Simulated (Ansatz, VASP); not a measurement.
# One calculation of Cu, two programs

```
Cu
1.0
     0.01808    1.81654    1.81654
     1.81654    0.01808    1.81654
     1.81654    1.81654    0.01808
Cu
1
Direct
  0.00000 0.00000 0.00000
```

Change from the starting cell: equal xy, yz and zx shear strains of +1 %.

Alike in both runs: task single point; functional PBEsol; k mesh 19 × 19 × 19; occupations fermi-dirac, width 0.08 eV; no spin polarisation.

|  | VASP | Ansatz |
| --- | --- | --- |
| version | VASP 6.6.1 | Ansatz 0.2.0 |
| potentials or method | VASP PAW PBE potentials, release 64 (Cu), cutoff 520 eV | all-electron LAPW, scalar-relativistic |

|  | VASP | Ansatz | Ansatz less VASP |
| --- | --- | --- | --- |
| pressure (GPa) | -5.8 | -6.5 | -0.69 |
| traceless stress, the component that is largest in VASP (GPa) | -0.71 | -0.72 | -0.007 |

VASP's potentials were made for PBE, not for PBEsol. Ansatz ran all-electron here, and VASP with PAW potentials.
